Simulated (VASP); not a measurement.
Here is a VASP 6.6.1 calculation.

Contents of POSCAR:

```
SnSe2
1.0
    3.8252646674      0.0000000000      0.0000000000
   -1.9126323337      3.3127763781      0.0000000000
    0.0000000000      0.0000000000      6.2229772393
Sn Se
1 2
Direct
    0.0000000000      0.0000000000      0.0000000000
    0.6666666667      0.3333333333      0.7472285987
    0.3333333333      0.6666666667      0.2527714013
```

File INCAR.step1:

```
PREC = Accurate
ENCUT = 520
ISMEAR = -1
SIGMA = 0.05
LREAL = False
LASPH = True
NELM = 60
NBANDS = 20
GGA = PE
ALGO = Normal
EDIFF = 1E-4
LWAVE = True
LCHARG = False
```

File INCAR.step2:

```
PREC = Accurate
ENCUT = 520
EDIFF = 1E-6
ISMEAR = -1
SIGMA = 0.05
LREAL = False
LASPH = True
NELM = 60
ALGO = Normal
ISIF = 2
LWAVE = False
LCHARG = True
METAGGA = R2SCAN
LMIXTAU = True
IVDW = 12
VDW_S6 = 1.0
VDW_S8 = 0.78981345
VDW_A1 = 0.49484001
VDW_A2 = 5.73083694
LELF = True
LVHAR = True
NBANDS = 20
ISTART = 1
```

KPOINTS

```
regular mesh
0
Gamma
  8 8 5
```

Potentials or basis: VASP PAW PBE potentials, release 64 (Sn_d, Se).

Command:

```bash
$ cat potpaw_PBE.64/Sn_d/POTCAR potpaw_PBE.64/Se/POTCAR > POTCAR
$ cp INCAR.step1 INCAR
$ mpirun -np 1 vasp_std > vasp.out
$ cp INCAR.step2 INCAR
$ mpirun -np 1 vasp_std > vasp.out
```

(1) Estimate the pressure.

(2) Predict the dispersion energy per atom.

(3) Predict the largest force.

(4) What does it give for the band gap on the k mesh?

Answers

(1) 0.1 GPa.

(2) -0.166 eV.

(3) 0.016 eV/Å.

(4) 1.01 eV (least direct gap 1.54 eV).

Caveat: the PAW data sets were made with another functional, which shifts forces and pressure a little; spin-orbit coupling is left out, which moves the levels of the heavy elements; an odd mesh through Γ misses points on the zone boundary, where band edges can lie.
